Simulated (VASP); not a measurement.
Input of a VASP 6.6.1 run:

Contents of INCAR:

```
SYSTEM = Cu3F2
PREC = Accurate ; ENCUT = 520
EDIFF = 1E-7 ; ISMEAR = 0
SIGMA = 0.1 ; LREAL = .FALSE.
LASPH = .TRUE. ; NELM = 60
ALGO = Normal ; ISIF = 2
LWAVE = .FALSE. ; LCHARG = .TRUE.
GGA = PE ; LELF = .TRUE.
LVHAR = .TRUE. ; NBANDS = 32
```

Contents of KPOINTS:

```
Automatic mesh
0
G
  6 6 4
  0 0 0
```

File POSCAR:

```
Cu3F2
1.0
    2.7462851902      0.0000000000      0.0000000000
   -1.3731425951      2.3783527407      0.0000000000
    0.0000000000      0.0000000000      8.5584663846
Cu F
3 2
Direct
    0.0000000000      0.0000000000      0.0000000000
    0.3333333333      0.6666666667      0.6116190027
    0.6666666667      0.3333333333      0.3883809973
    0.3333333333      0.6666666667      0.1905737753
    0.6666666667      0.3333333333      0.8094262247
```

Potentials or basis: VASP PAW PBE potentials, release 64 (Cu, F).

Launch:

```console
$ cat potpaw_PBE.64/Cu/POTCAR potpaw_PBE.64/F/POTCAR > POTCAR
$ mpirun -np 1 vasp_std > vasp.out
```

Q: What does it give for the largest force?

A: 0.025 eV/Å.

Q: Estimate the pressure.

A: -0.1 GPa.

Stress tensor (GPa, compression positive):
```
-0.05  0.00  0.00
 0.00 -0.05  0.00
 0.00  0.00 -0.19
```

Caveat: the k points lie up to 0.44 Å⁻¹ apart; an odd number of electrons without spin polarisation forces a metal; a magnetic or distorted state may lie lower.
